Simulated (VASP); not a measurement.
# SiC (P6_3mc) in VASP: settings compared

The runs below take SiC through single point, with r2SCAN, PBEsol.

Program: VASP 6.6.1. These are calculated values, not measurements. Logs are shortened: lines on timing, memory, paths and dates and some standing lists are left out, and cuts for length are marked.

### Step 1. The cell of the first run

Symmetry: P6_3mc, No. 186, hexagonal system. Conventional cell: a = 3.076 Å, b = 3.076 Å, c = 5.047 Å, α = 90.00°, β = 90.00°, γ = 120.00°. Within 2.5 Å of Si (site symmetry 3m) lie 4 C at 1.88 to 1.90 Å. C (site symmetry 3m) has 4 Si at 1.88 to 1.90 Å within 2.5 Å.

### Step 2. Single point, r2SCAN, collinear spin, zero start

File POSCAR:

```
SiC
1.0
    3.0755278798      0.0000000000      0.0000000000
   -1.5377639399      2.6634852739      0.0000000000
    0.0000000000      0.0000000000      5.0473895487
Si C
2 2
Direct
    0.3333333333      0.6666666667      0.0045711878
    0.6666666667      0.3333333333      0.5045711878
    0.3333333333      0.6666666667      0.3804288122
    0.6666666667      0.3333333333      0.8804288122
```

File INCAR.step1:

```
  ALGO = Normal
  EDIFF = 1E-4
  ENCUT = 520
  GGA = PE
  ISMEAR = 0
  ISPIN = 2
  LASPH = T
  LCHARG = F
  LREAL = F
  LWAVE = T
  MAGMOM = 0 0 0 0
  NBANDS = 20
  NELM = 150
  PREC = Accurate
  SIGMA = 0.05
```

File INCAR.step2:

```
  ALGO = Normal
  EDIFF = 1E-7
  ENCUT = 520
  ISIF = 2
  ISMEAR = 0
  ISPIN = 2
  ISTART = 1
  LASPH = T
  LCHARG = F
  LMIXTAU = T
  LORBIT = 11
  LREAL = F
  LWAVE = F
  MAGMOM = 0 0 0 0
  METAGGA = R2SCAN
  NBANDS = 20
  NELM = 150
  PREC = Accurate
  SIGMA = 0.05
```

File KPOINTS:

```
k-points
0
Gamma
  8 8 6
```

Potentials or basis: VASP PAW PBE potentials, release 64 (Si, C).

The run is started by

```console
> cat potpaw_PBE.64/Si/POTCAR potpaw_PBE.64/C/POTCAR > POTCAR
> cp INCAR.step1 INCAR
> mpirun -np 1 vasp_std > vasp.out
> cp INCAR.step2 INCAR
> mpirun -np 1 vasp_std > vasp.out
```

OUTCAR:

```text
EDIFF = 1E-7
   ENCUT = 520
   ISIF = 2
   ISMEAR = 0
   ISPIN = 2
   ISTART = 1
   LASPH = T
   LORBIT = 11
   LREAL = F
   METAGGA = R2SCAN
   NELM = 150
   PREC = Accurate

 ion  position               nearest neighbor table
   1  0.333  0.667  0.005-   4 1.88   4 1.88   4 1.88   3 1.90   2 3.09   2 3.09   2 3.09   2 3.09
                             2 3.09   2 3.09
   2  0.667  0.333  0.505-   3 1.88   3 1.88   3 1.88   4 1.90   1 3.09   1 3.09   1 3.09   1 3.09
                             1 3.09   1 3.09
   3  0.333  0.667  0.380-   2 1.88   2 1.88   2 1.88   1 1.90
   4  0.667  0.333  0.880-   1 1.88   1 1.88   1 1.88   2 1.90

  LATTYP: Found a hexagonal cell.
 ALAT       =     3.0755278798
 C/A-ratio  =     1.6411457629

  Lattice vectors:

 A1 = (   3.0755278798,   0.0000000000,   0.0000000000)
 A2 = (  -1.5377639399,   2.6634852739,   0.0000000000)
 A3 = (   0.0000000000,   0.0000000000,   5.0473895487)

Analysis of symmetry for initial positions (statically):
=====================================================================
 Subroutine PRICEL returns:
 Original cell was already a primitive cell.

 Routine SETGRP: Setting up the symmetry group for a
 hexagonal supercell.

 Subroutine GETGRP returns: Found 12 space group operations
 (whereof  6 operations were pure point group operations)
 out of a pool of 24 trial point group operations.

The static configuration has the point symmetry C_3v.
 The point group associated with its full space group is C_6v.

Analysis of symmetry for dynamics (positions and initial velocities):
=====================================================================
 Subroutine PRICEL returns:
 Original cell was already a primitive cell.

 Routine SETGRP: Setting up the symmetry group for a
 hexagonal supercell.

 Subroutine GETGRP returns: Found 12 space group operations
 (whereof  6 operations were pure point group operations)
 out of a pool of 24 trial point group operations.

The dynamic configuration has the point symmetry C_3v.
 The point group associated with its full space group is C_6v.

Analysis of structural, dynamic, and magnetic symmetry:
=====================================================================
 Subroutine PRICEL returns:
 Original cell was already a primitive cell.

 Routine SETGRP: Setting up the symmetry group for a
 hexagonal supercell.

[... 130 lines left out ...]
  volume/ion in A,a.u.               =      10.34        69.75
  Fermi-wavevector in a.u.,A,eV,Ry     =   1.192988  2.254419 19.364073  1.423219
  Thomas-Fermi vector in A             =   2.329013
   LORBIT       =     11    0 simple, 1 ext, 2 COOP (PROOUT), +10 PAW based schemes
   METAGGA = R2SCAN    functional components
   LHFCALC =     F    Hartree Fock is set to
   AEXX    =    0.0000 exact exchange contribution
   IVDW    =     0    specifies the selected vdW correction
   LEPSILON=     F    determine dielectric tensor
   LRPA    =     F    only Hartree local field effects (RPA)
 spin polarized calculation
 Gauss-broadening in eV      SIGMA  =   0.05
  energy-cutoff  :      520.00
  volume of cell :       41.35
 maximum number of plane-waves:      1126
 NGX is ok and might be reduce to    24
   NGX = 11   NGY = 11   NGZ = 19

 number of electron      15.9999999 magnetization      -0.0000000

 number of electron      15.9999999 magnetization       0.0000000

 Free energy of the ion-electron system (eV)
  ---------------------------------------------------
  ext. energy  EPLUGINS =         0.00000000
  ---------------------------------------------------
  free energy    TOTEN  =       -38.63690936 eV

  energy without entropy =      -38.63690936  energy(sigma->0) =      -38.63690936

 E-fermi :   8.4307     XC(G=0): -11.9291

 val. band max:        8.1454805124   @ k =   0.0000   0.0000   0.0000
 cond. band min:      11.0638315221   @ k =   0.3750   0.2500   0.0000
 fundamental gap:      2.9183510097
 Fermi energy:         8.4306606994

 spin component 1

 k-point     1 :       0.0000    0.0000    0.0000
  band No.  band energies     occupation
      1      -8.2088      1.00000
      2      -4.5798      1.00000
      3      -0.8448      1.00000
      4       6.7590      1.00000
      5       6.7590      1.00000
      6       8.0356      1.00000
[... 541 lines left out ...]
     19      24.2867      0.00000
     20      25.9377      0.00000

 [... further k-points ...]

 spin component 2

 k-point     1 :       0.0000    0.0000    0.0000
  band No.  band energies     occupation
      1      -8.2088      1.00000
      2      -4.5798      1.00000
      3      -0.8448      1.00000
      4       6.7590      1.00000
      5       6.7590      1.00000
      6       8.0356      1.00000
[... 541 lines left out ...]
     19      24.2867      0.00000
     20      25.9377      0.00000

 [... further k-points ...]
[... 5 lines left out ...]
  --------------------------------------------------------------------------------------
  -------------------------------------------------------------------------------------
  Total       -0.0548967     -0.0548967     -0.0269268      0.0000000      0.0000000      0.0000000
  in kB       -2.1272572     -2.1272572     -1.0434175      0.0000000      0.0000000      0.0000000
  external PRESSURE =      -1.7659773 kB  Pullay stress =       0.0000000 kB

 VOLUME and BASIS-vectors are now :
 -----------------------------------------------------------------------------
  energy-cutoff  :      520.00
  volume of cell :       41.35
      direct lattice vectors                 reciprocal lattice vectors
     3.075527880  0.000000000  0.000000000     0.325147435  0.187723959  0.000000000
    -1.537763940  2.663485274  0.000000000     0.000000000  0.375447918  0.000000000
     0.000000000  0.000000000  5.047389549     0.000000000  0.000000000  0.198122216

 POSITION                                       TOTAL-FORCE (eV/Angst)
 -----------------------------------------------------------------------------------
     -0.00000      1.77566      0.02307         0.000000      0.000000      0.002253
      1.53776      0.88783      2.54677        -0.000000     -0.000000      0.002253
     -0.00000      1.77566      1.92017         0.000000     -0.000000     -0.002253
      1.53776      0.88783      4.44387        -0.000000     -0.000000     -0.002253
 -----------------------------------------------------------------------------------
    total drift:                               -0.000000     -0.000000     -0.000123

  FREE ENERGIE OF THE ION-ELECTRON SYSTEM (eV)
  ---------------------------------------------------
  free  energy   TOTEN  =       -38.6369093559 eV

  energy  without entropy=      -38.6369093559  energy(sigma->0) =      -38.63690936

 total charge

# of ion       s       p       d       tot
------------------------------------------
    1        0.703   0.976   0.000   1.679
    2        0.703   0.976   0.000   1.679
    3        0.851   1.717   0.000   2.568
    4        0.851   1.717   0.000   2.568
--------------------------------------------------
tot          3.106   5.386   0.000   8.493

 magnetization (x)

# of ion       s       p       d       tot
------------------------------------------
    1       -0.000  -0.000   0.000  -0.000
    2       -0.000  -0.000   0.000  -0.000
    3       -0.000   0.000   0.000   0.000
    4       -0.000   0.000   0.000   0.000
--------------------------------------------------
tot         -0.000  -0.000   0.000  -0.000
```

OUTCAR.step1:

```text
EDIFF = 1E-4
   ENCUT = 520
   GGA = PE
   ISMEAR = 0
[... 1362 lines left out ...]
     -0.00000      1.77566      0.02307         0.000000      0.000000      0.003874
      1.53776      0.88783      2.54677         0.000000      0.000000      0.003874
     -0.00000      1.77566      1.92017        -0.000000      0.000000     -0.003874
      1.53776      0.88783      4.44387         0.000000      0.000000     -0.003874
 -----------------------------------------------------------------------------------
    total drift:                               -0.000000     -0.000000      0.000667

  FREE ENERGIE OF THE ION-ELECTRON SYSTEM (eV)
  ---------------------------------------------------
  free  energy   TOTEN  =       -30.1018997901 eV

  energy  without entropy=      -30.1018997901  energy(sigma->0) =      -30.10189979
```

OSZICAR.step1:

```text
N       E                     dE             d eps       ncg     rms          rms(c)
DAV:   1     0.221514081115E+02    0.22151E+02   -0.67732E+03  3200   0.714E+02
DAV:   2    -0.315745034483E+02   -0.53726E+02   -0.50069E+02  4208   0.143E+02
DAV:   3    -0.338183279694E+02   -0.22438E+01   -0.22244E+01  3936   0.242E+01
DAV:   4    -0.338313837602E+02   -0.13056E-01   -0.13053E-01  3716   0.227E+00
DAV:   5    -0.338314704863E+02   -0.86726E-04   -0.86725E-04  3860   0.179E-01    0.125E+01
DAV:   6    -0.301919508829E+02    0.36395E+01   -0.44995E+00  3452   0.125E+01    0.555E+00
DAV:   7    -0.301193862828E+02    0.72565E-01   -0.96978E-01  4008   0.514E+00    0.251E+00
DAV:   8    -0.301026117236E+02    0.16775E-01   -0.34151E-02  3508   0.107E+00    0.594E-01
DAV:   9    -0.301015400560E+02    0.10717E-02   -0.48766E-03  3744   0.433E-01    0.119E-01
DAV:  10    -0.301018783220E+02   -0.33827E-03   -0.10319E-03  3684   0.154E-01    0.572E-02
DAV:  11    -0.301018997901E+02   -0.21468E-04   -0.50661E-05  2752   0.462E-02
   1 F= -.30101900E+02 E0= -.30101900E+02  d E =-.411641E-11  mag=    -0.0000
```

It took 96 s on 1 thread of Intel Xeon 6975P-C (Granite Rapids), shared host; peak memory 0.19 GiB.

Results:

```
Free energy                                           : -38.6369 eV
Pressure                                              : -0.2 GPa
Band gap on the k mesh                                : 2.92 eV, indirect (least direct gap 4.48 eV)
Net moment                                            : 0.00 μB per cell
Valence electrons inside the program's atomic spheres : Si 1.68; C 2.57
```

Forces in eV/Å, atoms in the order of the input:
```
Si   0.000  0.000  0.002
Si   0.000  0.000  0.002
C    0.000  0.000 -0.002
C    0.000  0.000 -0.002
```

Stress tensor (GPa, compression positive):
```
-0.21  0.00  0.00
 0.00 -0.21  0.00
 0.00  0.00 -0.10
```

Caveat: the PAW data sets were made with another functional, which shifts forces and pressure a little.

### Step 3. Single point, r2SCAN, collinear spin, zero start

POSCAR is that of step 2.

File INCAR.step1:

```
SYSTEM = SiC
PREC = Accurate ; ENCUT = 520
ISMEAR = 0 ; SIGMA = 0.05
LREAL = .False. ; LASPH = .True.
NELM = 150 ; ISPIN = 2
MAGMOM = 0 0 0 0 ; NBANDS = 20
GGA = PE ; ALGO = Normal
EDIFF = 1E-4 ; LWAVE = .True.
LCHARG = .False.
```

File INCAR.step2:

```
SYSTEM = SiC
PREC = Accurate ; ENCUT = 520
EDIFF = 1E-6 ; ISMEAR = 0
SIGMA = 0.05 ; LREAL = .False.
LASPH = .True. ; NELM = 150
ALGO = Normal ; ISIF = 2
LWAVE = .False. ; LCHARG = .False.
ISPIN = 2 ; MAGMOM = 0 0 0 0
LORBIT = 11 ; METAGGA = R2SCAN
LMIXTAU = .True. ; NBANDS = 20
ISTART = 1
```

File KPOINTS:

```
regular mesh
0
Gamma
  8 8 6
  0 0 0
```

Potentials or basis: VASP PAW PBE potentials, release 64 (Si, C).

The run is started by

```console
> cat potpaw_PBE.64/Si/POTCAR potpaw_PBE.64/C/POTCAR > POTCAR
> cp INCAR.step1 INCAR
> mpirun -np 1 vasp_std > vasp.out
> cp INCAR.step2 INCAR
> mpirun -np 1 vasp_std > vasp.out
```

Run time: 76 s. Hardware: 1 thread of Intel Xeon 6975P-C (Granite Rapids), shared host; peak memory 0.19 GiB.

Results (log left out):

```yaml
Free_energy: -38.6369 eV
Pressure: -0.2 GPa
Band_gap_on_the_k_mesh: 2.92 eV, indirect (least direct gap 4.48 eV)
Net_moment: 0.00 μB per cell
Valence_electrons_inside_the_program's_atomic_spheres: Si 1.68; C 2.57
```

Forces in eV/Å, atoms in the order of the input:
```
Si   0.000  0.000  0.002
Si   0.000  0.000  0.002
C    0.000  0.000 -0.002
C    0.000  0.000 -0.002
```

Stress tensor (GPa, compression positive):
```
-0.21  0.00  0.00
 0.00 -0.21  0.00
 0.00  0.00 -0.10
```

Levels at points of the mesh, in eV from the valence-band top:
Spin up:
```csv
k point,band 4,band 5,band 6,band 7,band 8,band 9,band 10,band 11,band 12,band 13
"(0.00, 0.00, 0.00)",-1.39,-1.39,-0.11,0.00,0.00,5.38,6.78,7.19,7.19,8.33
"(0.50, 0.00, 0.00)",-6.54,-5.62,-3.48,-3.36,-1.26,3.23,4.67,7.47,7.65,10.77
"(0.00, 0.00, 0.50)",-4.62,-0.75,-0.75,-0.75,-0.75,6.50,6.50,7.89,7.89,7.89
"(0.50, 0.00, 0.50)",-8.54,-2.56,-2.56,-2.44,-2.44,3.72,3.72,5.79,5.79,11.11
```
Spin down:
```csv
k point,band 5,band 6,band 7,band 8,band 9,band 10,band 11,band 12
"(0.00, 0.00, 0.00)",-1.39,-0.11,0.00,0.00,5.38,6.78,7.19,7.19
"(0.50, 0.00, 0.00)",-5.62,-3.48,-3.36,-1.26,3.23,4.67,7.47,7.65
"(0.00, 0.00, 0.50)",-0.75,-0.75,-0.75,-0.75,6.50,6.50,7.89,7.89
"(0.50, 0.00, 0.50)",-2.56,-2.56,-2.44,-2.44,3.72,3.72,5.79,5.79
```

Caveat: the PAW data sets were made with another functional, which shifts forces and pressure a little. r2SCAN opens gaps a little over a GGA but as a rule still falls short of measured ones.

### Step 4. Single point, PBEsol

File INCAR:

```
PREC = Accurate ; ENCUT = 520
EDIFF = 1E-6 ; ISMEAR = 0
SIGMA = 0.05 ; LREAL = F
LASPH = T ; NELM = 60
ALGO = Normal ; ISIF = 2
LWAVE = F ; LCHARG = F
GGA = PS ; ISYM = 0
NBANDS = 16
```

File KPOINTS:

```
regular mesh
0
Gamma
  8 8 6
```

POSCAR is that of step 3.

The run is started by

```console
> cat potpaw_PBE.64/Si/POTCAR potpaw_PBE.64/C/POTCAR > POTCAR
> mpirun -np 1 vasp_std > vasp.out
```

It took 38 s on 1 thread of Intel Xeon 6975P-C (Granite Rapids), shared host; peak memory 0.23 GiB.

It converged, with:

```
Free energy            : -31.8209 eV
Pressure               : 0.4 GPa
Largest force          : 0.004 eV/Å
Band gap on the k mesh : 2.37 eV, indirect (least direct gap 3.85 eV)
```

Forces in eV/Å, atoms in the order of the input:
```
Si   0.000  0.000  0.004
Si   0.000  0.000  0.004
C    0.000  0.000 -0.004
C    0.000  0.000 -0.004
```

Stress tensor (GPa, compression positive):
```
0.45 0.00 0.00
0.00 0.45 0.00
0.00 0.00 0.37
```

Levels at points of the mesh, in eV from the valence-band top:
| k point | band 6 | band 7 | band 8 | band 9 | band 10 | band 11 |
| --- | --- | --- | --- | --- | --- | --- |
| (0.00, 0.00, 0.00) | -0.11 | 0.00 | 0.00 | 4.74 | 6.16 | 6.60 |
| (0.50, 0.00, 0.00) | -3.34 | -3.34 | -1.20 | 2.65 | 4.12 | 6.80 |
| (0.00, 0.50, 0.00) | -3.34 | -3.34 | -1.20 | 2.65 | 4.12 | 6.80 |
| (0.50, 0.50, 0.00) | -3.34 | -3.34 | -1.20 | 2.65 | 4.12 | 6.80 |
| (0.00, 0.00, 0.50) | -0.71 | -0.71 | -0.71 | 5.83 | 5.83 | 7.28 |
| (0.50, 0.00, 0.50) | -2.46 | -2.34 | -2.34 | 3.17 | 3.17 | 5.16 |
| (0.00, 0.50, 0.50) | -2.46 | -2.34 | -2.34 | 3.17 | 3.17 | 5.16 |
| (0.50, 0.50, 0.50) | -2.46 | -2.34 | -2.34 | 3.17 | 3.17 | 5.16 |

Caveat: the PAW data sets were made with another functional, which shifts forces and pressure a little.
